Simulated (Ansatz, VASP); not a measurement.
**Two plane-wave programs on Bi2Te3**

```
Te Bi
1.0
     4.48383    0.00000    0.00000
    -2.24192    3.88311    0.00000
     0.00000    0.00000   31.66142
Te Bi
6 4
Direct
  0.33333 0.66667 0.23763
  0.66667 0.33333 0.29100
  0.66667 0.33333 0.46642
  0.00000 0.00000 0.53325
  0.33333 0.66667 0.58878
  0.33333 0.66667 0.76440
  0.00000 0.00000 0.34648
  0.33333 0.66667 0.41146
  0.66667 0.33333 0.64512
  0.00000 0.00000 0.71197
```

Alike in both runs: functional PBEsol; k mesh 9 × 9 × 1; occupations gaussian, width 0.1 eV; no spin polarisation.

Ansatz relaxed the structure, and its values are those at the end. VASP's run is a single point on that final structure, the one shown.

```csv
,VASP,Ansatz
version,VASP 6.6.1,Ansatz 0.2.0
potentials or method,"VASP PAW PBE potentials, release 64 (Te, Bi_d), cutoff 520 eV","scalar-relativistic, plane waves, PAW"
valence electrons in the cell,96,156
```

```csv
,VASP,Ansatz,Ansatz less VASP
gap on the k mesh at the Fermi level (eV),none,none,-
rms of the force components (eV/Å),0.004,0.004,+0.0001
```

VASP's potentials were made for PBE, not for PBEsol. A gap of «none» marks a metal or a gap that the smearing closes. VASP's potentials hold 96 valence electrons a cell and Ansatz's 156, so a difference there can come from the potentials and not from the codes. Ansatz's warnings: xc potential rough in thin density.

Spin-orbit coupling is off throughout.
